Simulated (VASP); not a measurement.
# Ti12H (a cell with a defect): single point with PBE+D3(BJ)

The system is Ti12H (a cell with a defect).

```
Ti H
1.0
     5.90000    0.00000    0.00000
    -4.42500    7.66432    0.00000
     0.00000    0.00000    4.68460
Ti H
12 1
Cartesian
  -0.0014 0.0200 -0.0111
  0.0006 1.7056 2.3425
  -1.4807 2.5454 0.0112
  -1.4726 4.2131 2.3329
  -3.0255 5.0604 0.0236
  -2.9898 6.8377 2.3171
  2.9479 0.0747 0.0062
  2.9424 1.7204 2.3513
  1.4746 2.5643 0.0233
  1.4699 4.2307 2.3604
  0.0719 5.0715 0.0193
  0.0303 6.8440 2.3163
  -1.4773 5.9628 2.7359
```

```yaml
Program: VASP 6.6.1
Task: single point
Functional: PBE
Dispersion: D3(BJ)
Potentials_or_basis: VASP PAW PBE potentials, release 64 (Ti_sv, H)
Cutoff: 520 eV
k_mesh: 3 × 2 × 4
Occupations: gaussian, width 0.15 eV
Spin: no spin polarisation
```

```json
{
 "Pressure": "-5.6 GPa",
 "Largest force": "0.537 eV/Å",
 "Band gap on the k mesh": "zero (an odd number of electrons rules out a gap without spin polarisation)",
 "Dispersion energy per atom": "-0.560 eV"
}
```

Forces on the atoms (eV/Å):
```
Ti   0.003 -0.002 -0.068
Ti  -0.001 -0.003 -0.051
Ti  -0.001  0.000 -0.038
Ti   0.002 -0.002 -0.078
Ti   0.000 -0.004 -0.012
Ti  -0.002 -0.003 -0.093
Ti   0.000 -0.005 -0.031
Ti  -0.001  0.002 -0.033
Ti  -0.002  0.007 -0.004
Ti   0.001 -0.003 -0.021
Ti  -0.001 -0.001 -0.015
Ti   0.000  0.004 -0.090
H    0.002  0.009  0.536
```

Stress tensor (GPa, compression positive):
```
-5.80  0.05  0.00
 0.05 -5.62 -0.06
 0.00 -0.06 -5.39
```

Levels at points of the mesh, in eV from the Fermi level:
```csv
k point,band 68,band 69,band 70,band 71,band 72,band 73,band 74,band 75,band 76,band 77
"(0.00, 0.00, 0.00)",-0.82,-0.66,-0.56,0.13,0.34,0.37,0.50,0.57,0.60,0.62
"(0.00, 0.50, 0.00)",-0.67,-0.34,-0.33,-0.13,-0.04,0.14,0.35,0.45,0.49,0.53
"(0.00, 0.00, 0.50)",-0.61,-0.58,-0.57,-0.37,0.00,0.07,0.12,0.14,0.15,0.28
"(0.00, 0.50, 0.50)",-0.58,-0.40,-0.35,-0.35,-0.30,-0.14,0.08,0.13,0.15,0.39
```

Wall time 8.5 min on 1 thread of AMD EPYC 7R43 64-Core Processor (Zen 3), on a shared host, peak memory 0.39 GiB.

Caveat: the k points lie up to 0.41 Å⁻¹ apart, too coarse for converged energies and pressures of a metal.
